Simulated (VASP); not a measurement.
A run of VASP 6.6.1 is set up as follows.

Contents of INCAR:

```
SYSTEM = Ir2Ru3
  PREC = Accurate
  ENCUT = 600
  EDIFF = 1E-7
  ISMEAR = 0
  SIGMA = 0.1
  LREAL = .False.
  LASPH = .True.
  NELM = 60
  ALGO = Fast
  ISIF = 3
  LWAVE = .False.
  LCHARG = .False.
  GGA = PE
  IBRION = 2
  NSW = 90
  EDIFFG = -0.04
```

Contents of KPOINTS:

```
Automatic mesh
0
Gamma
  6 6 1
  0 0 0
```

The input POSCAR:

```
Ir2Ru3
1.0
    2.6898739300      0.0000000000      0.0000000000
   -1.3449369600      2.3294991500      0.0000000000
    0.0000000000      0.0000000000     21.8777720800
Ru Ir
6 4
Direct
    0.3333333300      0.6666666700      0.6000000000
    0.3333333300      0.6666666700      0.0000000000
    0.3333333300      0.6666666700      0.4000000000
    0.6666666700      0.3333333300      0.7000000000
    0.6666666700      0.3333333300      0.3000000000
    0.6666666700      0.3333333300      0.5000000000
    0.3333333300      0.6666666700      0.8000000000
    0.3333333300      0.6666666700      0.2000000000
    0.6666666700      0.3333333300      0.9000000000
    0.6666666700      0.3333333300      0.1000000000
```

Potentials or basis: VASP PAW PBE potentials, release 64 (Ru_pv, Ir).

Launch:

```sh
$ cat potpaw_PBE.64/Ru_pv/POTCAR potpaw_PBE.64/Ir/POTCAR > POTCAR
$ mpirun -np 1 vasp_std > vasp.out
```

Problem. Predict the relaxed cell.

Solution. a = 2.755 Å, b = 2.755 Å, c = 21.500 Å, α = 90.00°, β = 90.00°, γ = 120.00°.

Problem. What does it give for the band gap on the k mesh?

Solution. Zero (bands 60 and 61 overlap by 2.55 eV).

Problem. Estimate the space group after relaxing (to 0.1 Å).

Solution. P-6m2 (No. 187).

The path:
| step | energy change (eV) | largest force (eV/Å) | pressure (GPa) | volume (Å³) |
| --- | --- | --- | --- | --- |
| 1 | 0.0000 | 0.8869 | 10.94 | 137.09 |
| 2 | 0.9205 | 0.2880 | -24.68 | 156.24 |
| 3 | -0.3485 | 0.5753 | -4.45 | 143.30 |
| 4 | -0.3495 | 0.5908 | -3.77 | 142.98 |
| 5 | -0.3538 | 0.4792 | 3.95 | 139.94 |
| 6 | -0.4378 | 0.3799 | -0.16 | 141.43 |
| 7 | -0.4554 | 0.2266 | 0.62 | 141.05 |
| 8 | -0.4572 | 0.1672 | 0.98 | 140.89 |
| 9 | -0.4594 | 0.1970 | -1.95 | 142.16 |
| 10 | -0.4619 | 0.1851 | -0.73 | 141.62 |
| 11 | -0.4693 | 0.1249 | -0.32 | 141.43 |
| 12 | -0.4710 | 0.0800 | 0.01 | 141.29 |
| 13 | -0.4731 | 0.0454 | 0.10 | 141.20 |
| 14 | -0.4731 | 0.0453 | 0.09 | 141.21 |
| 15 | -0.4733 | 0.0064 | -0.22 | 141.35 |

Caveat: the k points lie up to 0.44 Å⁻¹ apart in the final cell, too coarse for converged energies and pressures of a metal; spin-orbit coupling is left out, which moves the levels of the heavy elements.
